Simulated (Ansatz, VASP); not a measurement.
# One calculation of Pt, two programs

```
CELL_PARAMETERS angstrom
2.84349 0.00000 0.00000
-1.42174 2.31908 0.00000
0.00000 0.00000 4.79213
ATOMIC_POSITIONS crystal
Pt 0.66667 0.33333 0.75000
Pt 0.33333 0.66667 0.25000
```

Change from the starting cell: strain +0.0300 x Voigt [1, -1, 0, 0, 0, 0], atoms carried along.

Alike in both runs: task single point; functional PBEsol; k mesh 18 × 18 × 10; occupations gaussian, width 0.15 eV; no spin polarisation.

```csv
,VASP,Ansatz
version,VASP 6.6.1,Ansatz 0.2.0
potentials or method,"VASP PAW PBE potentials, release 64 (Pt), cutoff 520 eV","scalar-relativistic, plane waves, PAW"
valence electrons in the cell,20,36
```

Ansatz gave:

- gap on the k mesh at the Fermi level (eV): none
- pressure (GPa): -9.9
- traceless stress, the component that is largest in VASP (GPa): 6.09
- rms of the force components (eV/Å): 0.014

What did VASP give for the same quantities?

gap on the k mesh at the Fermi level (eV): none; pressure (GPa): -10.2; traceless stress, the component that is largest in VASP (GPa): 6.09; rms of the force components (eV/Å): 0.014.

VASP's potentials were made for PBE, not for PBEsol. Atom by atom the forces differ by 0.000 eV/Å (rms over components). A gap of «none» marks a metal or a gap that the smearing closes. With one functional, cell and mesh, what is left measures potentials, basis and numerics. VASP's potentials hold 20 valence electrons a cell and Ansatz's 36, so a difference there can come from the potentials and not from the codes.

Spin-orbit coupling is off throughout.
